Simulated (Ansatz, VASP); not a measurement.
## AlNi in VASP and in Ansatz

```xyz
2
Lattice="2.8622 0.0000 0.0000 0.0000 2.8622 0.0000 0.0000 0.0000 2.8622" Properties=species:S:1:pos:R:3 pbc="T T T"
Al    0.0000    0.0000    0.0000
Ni    1.3589    1.3589    1.3589
```

Change from the starting cell: all Ni atoms moved +0.125 Å, as atom 2 towards its neighbour atom 1 (Al) at 2.479 Å.

Alike in both runs: task single point; functional PBEsol; k mesh 20 × 20 × 20; occupations gaussian, width 0.15 eV; no spin polarisation.

|  | VASP | Ansatz |
| --- | --- | --- |
| version | VASP 6.6.1 | Ansatz 0.2.0 |
| potentials or method | VASP PAW PBE potentials, release 64 (Al, Ni), cutoff 520 eV | scalar-relativistic, plane waves, PAW |
| valence electrons in the cell | 13 | 21 |

|  | VASP | Ansatz | Ansatz less VASP |
| --- | --- | --- | --- |
| gap on the k mesh at the Fermi level (eV) | none | none | - |
| pressure (GPa) | 1.4 | 1.1 | -0.30 |
| traceless stress, the component that is largest in VASP (GPa) | 0.81 | 0.81 | -0.006 |
| rms of the force components (eV/Å) | 0.467 | 0.464 | -0.0032 |

VASP's potentials were made for PBE, not for PBEsol. Atom by atom the forces differ by 0.003 eV/Å (rms over components). A gap of «none» marks a metal or a gap that the smearing closes. VASP's potentials hold 13 valence electrons a cell and Ansatz's 21, so a difference there can come from the potentials and not from the codes.
